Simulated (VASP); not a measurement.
Wanted: the native input for a VASP 6.6.1 run.

- Task: single point
- Functional: r2SCAN
- Potentials or basis: VASP PAW PBE potentials, release 64 (Zn, O_h)
- Cutoff: 910 eV
- k mesh: 9 × 9 × 6
- Occupations: gaussian, width 0.02 eV
- Spin: no spin polarisation
- Dipole correction: no
- Further INCAR settings: ALGO = Normal; EDIFF = 1e-06; NBANDS = 26

ZnO:

```xyz
4
Lattice="3.2301 0.0000 0.0000 -1.6150 2.7973 0.0000 0.0000 0.0000 5.2141" Properties=species:S:1:pos:R:3 pbc="T T T"
Zn    0.0000    1.8649    2.6072
Zn    1.6150    0.9324    0.0002
O     1.6150    0.9324    1.9760
O     0.0000    1.8649    4.5831
```

These files were run (other wordings do the same):

POSCAR

```
ZnO
1.0
    3.2300572048      0.0000000000      0.0000000000
   -1.6150286024      2.7973115950      0.0000000000
    0.0000000000      0.0000000000      5.2141142705
Zn O
2 2
Direct
    0.3333333333      0.6666666667      0.5000326396
    0.6666666667      0.3333333333      0.0000326396
    0.6666666667      0.3333333333      0.3789773604
    0.3333333333      0.6666666667      0.8789773604
```

INCAR.step1

```
SYSTEM = ZnO
PREC = Accurate
ENCUT = 910
ISMEAR = 0
SIGMA = 0.02
LREAL = .FALSE.
LASPH = .TRUE.
NELM = 120
NBANDS = 26
GGA = PE
ALGO = Normal
EDIFF = 1E-5
LWAVE = .TRUE.
LCHARG = .FALSE.
GGA_COMPAT = .FALSE.
```

INCAR.step2

```
SYSTEM = ZnO
PREC = Accurate
ENCUT = 910
EDIFF = 1E-6
ISMEAR = 0
SIGMA = 0.02
LREAL = .FALSE.
LASPH = .TRUE.
NELM = 120
ALGO = Normal
ISIF = 2
LWAVE = .FALSE.
LCHARG = .FALSE.
METAGGA = R2SCAN
LMIXTAU = .TRUE.
NBANDS = 26
ISTART = 1
GGA_COMPAT = .FALSE.
```

KPOINTS

```
regular mesh
0
G
  9 9 6
  0 0 0
```

Potentials or basis: VASP PAW PBE potentials, release 64 (Zn, O_h).

Launch:

```console
$ cat potpaw_PBE.64/Zn/POTCAR potpaw_PBE.64/O_h/POTCAR > POTCAR
$ cp INCAR.step1 INCAR
$ mpirun -np 1 vasp_std > vasp.out
$ cp INCAR.step2 INCAR
$ mpirun -np 1 vasp_std > vasp.out
```

It gave:

The pressure is 1.2 GPa and the band gap on the k mesh is 1.24 eV.

Caveat: the cutoff is under 1.25 times the usual one of these potentials, so pressure, stress and relaxed cells hold a basis-set (Pulay) error; the PAW data sets were made with another functional, which shifts forces and pressure a little.

Wall time 3.8 min on 1 thread of Intel(R) Xeon(R) 6975P-C (Granite Rapids), on a shared host, peak memory 0.3 GiB.
